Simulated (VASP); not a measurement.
# Si (P1) in VASP: a series of runs

Si is run at these levels: PBE; tasks: single point.

Program: VASP 6.6.1. These are calculated values, not measurements. Logs are shortened: lines on timing, memory, paths and dates and some standing lists are left out, and cuts for length are marked.

**1. The cell of the first run**

The typed cell holds 8 atoms: a = 3.851 Å, b = 3.851 Å, c = 12.842 Å, α = 82.82°, β = 84.26°, γ = 60.00°.

**2. Single point, PBE (the part above a cut slid along it)**

Input file INCAR:

```
ALGO     = Normal         # electronic algorithm
EDIFF    = 1E-6           # SCF threshold, eV
ENCUT    = 520            # plane-wave cutoff, eV
GGA      = PE             # functional
ISIF     = 2              # what is computed and relaxed
ISMEAR   = 0              # smearing method
LASPH    = True           # aspherical terms in the spheres
LCHARG   = False          # write CHGCAR
LREAL    = False          # projectors in reciprocal space
LWAVE    = False          # write WAVECAR
NBANDS   = 26             # bands
NELM     = 60             # most SCF steps
PREC     = Accurate       # precision mode
SIGMA    = 0.05           # smearing width, eV
```

Input file KPOINTS:

```
k-points
0
Gamma
  10 10 3
```

Input file POSCAR:

```
Si
1.0
   -3.8510822046      0.0000000000      0.0000000000
   -1.9255411023     -3.3351350213      0.0000000000
   -1.2836940682     -1.1117116738     12.7293621948
Si
8
Direct
    0.1822556606      0.0311779878      0.9064660365
    0.2655889939      0.1978446545      0.4064660365
    0.6405889939      0.6145113212      0.1564660365
    0.5572556606      0.4478446545      0.6564660365
    0.3177443394      0.3021553455      0.0935339635
    0.2344110061      0.1354886788      0.5935339635
    0.6094110061      0.5521553455      0.3435339635
    0.5260776727      0.3854886788      0.8435339635
```

Potentials or basis: VASP PAW PBE potentials, release 64 (Si).

Launch:

```console
$ cat potpaw_PBE.64/Si/POTCAR > POTCAR
$ mpirun -np 1 vasp_std > vasp.out
```

OUTCAR:

```text
EDIFF = 1E-6
   ENCUT = 520
   GGA = PE
   ISIF = 2
   ISMEAR = 0
   LASPH = True
   LREAL = False
   NELM = 60
   PREC = Accurate

 ion  position               nearest neighbor table
   1  0.182  0.031  0.906-   8 2.36   8 2.36   8 2.36   5 2.92
   2  0.266  0.198  0.406-   7 2.36   7 2.36   7 2.36   6 2.38
   3  0.641  0.615  0.156-   5 2.36   5 2.36   5 2.36   7 2.38
   4  0.557  0.448  0.656-   6 2.36   6 2.36   6 2.36   8 2.38
   5  0.318  0.302  0.094-   3 2.36   3 2.36   3 2.36   1 2.92
   6  0.234  0.135  0.594-   4 2.36   4 2.36   4 2.36   2 2.38
   7  0.609  0.552  0.344-   2 2.36   2 2.36   2 2.36   3 2.38
   8  0.526  0.385  0.844-   1 2.36   1 2.36   1 2.36   4 2.38

  LATTYP: Found a triclinic cell.
 ALAT       =     3.8510822046
 B/A-ratio  =     1.0000000000
 C/A-ratio  =     3.4573745074
 COS(alpha) =     0.0241030681
 COS(beta)  =     0.2651337495
 COS(gamma) =     0.5000000000

  Lattice vectors:

 A1 = (   1.9255411023,  -3.3351350213,   0.0000000000)
 A2 = (  -1.9255411023,  -3.3351350213,   0.0000000000)
 A3 = (   3.2092351705,  -2.2234233475, -12.7293621948)

Analysis of symmetry for initial positions (statically):
=====================================================================
 Subroutine PRICEL returns:
 Original cell was already a primitive cell.

 Routine SETGRP: Setting up the symmetry group for a
 triclinic supercell.

 Subroutine GETGRP returns: Found  1 space group operations
 (whereof  1 operations were pure point group operations)
 out of a pool of  2 trial point group operations.

The static configuration has the point symmetry C_1 .

Analysis of symmetry for dynamics (positions and initial velocities):
=====================================================================
 Subroutine PRICEL returns:
 Original cell was already a primitive cell.

 Routine SETGRP: Setting up the symmetry group for a
 triclinic supercell.

 Subroutine GETGRP returns: Found  1 space group operations
 (whereof  1 operations were pure point group operations)
 out of a pool of  2 trial point group operations.

The dynamic configuration has the point symmetry C_1 .

 Subroutine INISYM returns: Found  1 space group operations
 (whereof  1 operations are pure point group operations),
 and found     1 'primitive' translations
[... 103 lines left out ...]
   LSORBIT =      F    spin-orbit coupling
   LASPH  =      T    aspherical Exc in radial PAW
   ENCUT  =  520.0 eV  38.22 Ry    6.18 a.u.   7.16  7.16 23.88*2*pi/ulx,y,z
   NELM   =     60;   NELMIN=  2; NELMDL= -5     # of ELM steps
   EDIFF  = 0.1E-05   stopping-criterion for ELM
   LREAL  =      F    real-space projection
   EDIFFG = 0.1E-04   stopping-criterion for IOM
   NSW    =      0    number of steps for IOM
   IBRION =     -1    ionic relax: 0-MD 1-quasi-New 2-CG
   NFREE  =      0    steps in history (QN), initial steepest desc. (CG)
   ISIF   =      2    stress and relaxation
   ISYM   =      2    0-nonsym 1-usesym 2-fastsym
   POTIM  = 0.5000    time-step for ionic-motion
   TEBEG  =    0.0;   TEEND  =   0.0 temperature during run
   PSTRESS=    0.0 pullay stress
   NELECT =      32.0000    total number of electrons
   NUPDOWN=      -1.0000    fix difference up-down
   EMIN   =  10.00;   EMAX   =-10.00  energy-range for DOS
   EFERMI =   0.00;   METHOD = LEGACY
   ISMEAR =     0;   SIGMA  =   0.05  broadening in eV -4-tet -1-fermi 0-gaus
   EFERMI_NEDOS =   21; number of points for ismear=-14 and -15
   IALGO  =     38    algorithm
   IMIX   =      4    mixing-type and parameters
     AMIX     =   0.40;   BMIX     =  1.00
     AMIX_MAG =   1.60;   BMIX_MAG =  1.00
  volume/ion in A,a.u.               =      20.44       137.91
  Fermi-wavevector in a.u.,A,eV,Ry     =   0.950511  1.796206 12.292475  0.903471
  Thomas-Fermi vector in A             =   2.078895
   LORBIT       =      0    0 simple, 1 ext, 2 COOP (PROOUT), +10 PAW based schemes
   GGA     = PE    functional components
   LHFCALC =     F    Hartree Fock is set to
   AEXX    =    0.0000 exact exchange contribution
   IVDW    =     0    specifies the selected vdW correction
   LEPSILON=     F    determine dielectric tensor
   LRPA    =     F    only Hartree local field effects (RPA)
 non-spin polarized calculation
 Gauss-broadening in eV      SIGMA  =   0.05
  energy-cutoff  :      520.00
  volume of cell :      163.49
 maximum number of plane-waves:      4433
 NGX is ok and might be reduce to    30
   NGX = 15   NGY = 15   NGZ = 47

 number of electron      32.0000001 magnetization

 Free energy of the ion-electron system (eV)
  ---------------------------------------------------
  ext. energy  EPLUGINS =         0.00000000
  ---------------------------------------------------
  free energy    TOTEN  =       -41.99219217 eV

  energy without entropy =      -41.99009747  energy(sigma->0) =      -41.99114482

 E-fermi :   5.6321     XC(G=0):  -9.3782

 val. band max:        5.6232238132   @ k =   0.4000  -0.4000   0.3333
 cond. band min:       5.6432477446   @ k =   0.5000  -0.4000   0.3333
 fundamental gap:      0.0200239314
 Fermi energy:         5.6321497531

 k-point     1 :       0.0000    0.0000    0.0000
  band No.  band energies     occupation
      1      -6.1870      2.00000
      2      -5.4574      2.00000
      3      -5.3811      2.00000
      4      -4.0017      2.00000
      5      -1.0960      2.00000
      6       1.6139      2.00000
[... 685 lines left out ...]
     25      10.2188      0.00000
     26      10.4715      0.00000

 [... further k-points ...]
[... 5 lines left out ...]
  --------------------------------------------------------------------------------------
  -------------------------------------------------------------------------------------
  Total       -1.4052553     -1.3293886      0.0678119     -1.2766114      1.9480671      2.3539186
  in kB      -13.7709202    -13.0274581      0.6645287    -12.5102633     19.0902516     23.0674274
  external PRESSURE =      -8.7112832 kB  Pullay stress =       0.0000000 kB

 VOLUME and BASIS-vectors are now :
 -----------------------------------------------------------------------------
  energy-cutoff  :      520.00
  volume of cell :      163.49
      direct lattice vectors                 reciprocal lattice vectors
    -3.851082205  0.000000000  0.000000000    -0.259667269  0.149918968 -0.013093089
    -1.925541102 -3.335135021  0.000000000     0.000000000 -0.299837936 -0.026186177
    -1.283694068 -1.111711674 12.729362195     0.000000000  0.000000000  0.078558531

 POSITION                                       TOTAL-FORCE (eV/Angst)
 -----------------------------------------------------------------------------------
     -1.92554     -1.11171     11.53873        -0.543779     -0.514204      0.578242
     -1.92554     -1.11171      5.17405        -0.003205     -0.002400     -0.023753
     -3.85108     -2.22342      1.99171        -0.129284     -0.049168     -0.027136
     -3.85108     -2.22342      8.35639        -0.138755     -0.053346     -0.205667
     -1.92554     -1.11171      1.19063         0.825018      0.511837     -0.513290
     -1.92554     -1.11171      7.55531        -0.012634     -0.000798      0.044760
     -3.85108     -2.22342      4.37297         0.009814      0.086087      0.104296
     -3.85108     -2.22342     10.73765        -0.007174      0.021992      0.042547
 -----------------------------------------------------------------------------------
    total drift:                                0.000007      0.000035     -0.000038

  FREE ENERGIE OF THE ION-ELECTRON SYSTEM (eV)
  ---------------------------------------------------
  free  energy   TOTEN  =       -41.9921921662 eV

  energy  without entropy=      -41.9900974695  energy(sigma->0) =      -41.99114482
```

stdout:

```text
POSCAR found type information on POSCAR Si
 POSCAR found :  1 types and       8 ions
 scaLAPACK will be used
 LDA part: xc-table for (Slater+PW92), standard interpolation
 POSCAR, INCAR and KPOINTS ok, starting setup
 FFT: planning ... GRIDC
 FFT: planning ... GRID_SOFT
 FFT: planning ... GRID
 WAVECAR not read
 entering main loop
```

Run time: 4.3 min. Hardware: 1 thread of AMD EPYC 9R45 (Zen 5), shared host; peak memory 0.54 GiB.

What came out:

```yaml
Free_energy: -41.9922 eV
Pressure: -0.9 GPa
Largest_force: 1.098 eV/Å
Band_gap_on_the_k_mesh: zero (bands 16 and 17 overlap by 0.56 eV)
```

Forces in eV/Å, atoms in the order of the input:
```
Si  -0.544 -0.514  0.578
Si  -0.003 -0.002 -0.024
Si  -0.129 -0.049 -0.027
Si  -0.139 -0.053 -0.206
Si   0.825  0.512 -0.513
Si  -0.013 -0.001  0.045
Si   0.010  0.086  0.104
Si  -0.007  0.022  0.043
```

Caveat: the cell differs from its parent crystal (the part above a cut slid along it); semilocal functionals underestimate gaps, and a narrow one can read as zero; forces of over 1 eV/Å act on the atoms, so gaps and moduli don't describe the material at rest.

**3. Single point, PBE (the part above a cut slid along it)**

Input file INCAR:

```
SYSTEM = Si
PREC = Accurate
ENCUT = 520
EDIFF = 1E-6
ISMEAR = 0
SIGMA = 0.05
LREAL = .False.
LASPH = .True.
NELM = 100
ALGO = Normal
ISIF = 2
LWAVE = .False.
LCHARG = .False.
GGA = PE
NBANDS = 26
```

Input file KPOINTS:

```
regular mesh
0
Gamma
  10 10 3
  0 0 0
```

Input file POSCAR:

```
Si
1.0
   -3.8510822046      0.0000000000      0.0000000000
   -1.9255411023     -3.3351350213      0.0000000000
   -1.1232323097     -0.8337837553     12.7293621948
Si
8
Direct
    0.1822556606      0.1067168242      0.9064660365
    0.2655889939      0.2317168242      0.4064660365
    0.6405889939      0.6275501575      0.1564660365
    0.5572556606      0.5025501575      0.6564660365
    0.3177443394      0.3099498425      0.0935339635
    0.2344110061      0.1849498425      0.5935339635
    0.6094110061      0.5807831758      0.3435339635
    0.5260776727      0.4557831758      0.8435339635
```

Potentials or basis: VASP PAW PBE potentials, release 64 (Si).

Launch:

```console
$ cat potpaw_PBE.64/Si/POTCAR > POTCAR
$ mpirun -np 1 vasp_std > vasp.out
```

It took 4.6 min on 1 thread of AMD EPYC 9R45 (Zen 5), shared host; peak memory 0.54 GiB.

It converged, with:

```yaml
Free_energy: -42.3232 eV
Pressure: -0.9 GPa
Largest_force: 1.426 eV/Å
Band_gap_on_the_k_mesh: zero (bands 16 and 17 overlap by 0.29 eV)
```

Forces on the atoms (eV/Å):
```
Si  -0.783 -0.637  0.689
Si   0.003 -0.002 -0.029
Si  -0.172 -0.094 -0.043
Si  -0.169 -0.098 -0.164
Si   1.053  0.717 -0.641
Si   0.008  0.006  0.042
Si   0.058  0.079  0.096
Si   0.003  0.029  0.051
```

Stress tensor (GPa, compression positive):
```
-1.32 -1.12  3.12
-1.12 -0.62  2.36
 3.12  2.36 -0.68
```

Levels at points of the mesh, in eV from the Fermi level:
| k point | band 13 | band 14 | band 15 | band 16 | band 17 | band 18 | band 19 | band 20 |
| --- | --- | --- | --- | --- | --- | --- | --- | --- |
| (0.00, 0.00, 0.00) | -0.52 | -0.23 | -0.06 | 0.12 | 1.28 | 1.51 | 1.95 | 2.25 |
| (0.50, 0.00, 0.00) | -2.42 | -1.96 | -1.75 | -1.41 | 0.18 | 0.72 | 1.03 | 1.60 |
| (0.00, 0.50, 0.00) | -2.45 | -2.04 | -1.70 | -1.27 | 0.17 | 0.69 | 0.97 | 1.51 |
| (0.50, 0.50, 0.00) | -2.32 | -2.26 | -1.44 | -1.30 | 0.07 | 0.58 | 1.05 | 1.37 |

Caveat: the cell differs from its parent crystal (the part above a cut slid along it); semilocal functionals underestimate gaps, and a narrow one can read as zero; forces of over 1 eV/Å act on the atoms, so gaps and moduli don't describe the material at rest.

The gap in the log of VASP goes by the Fermi energy; the results here count the filled bands.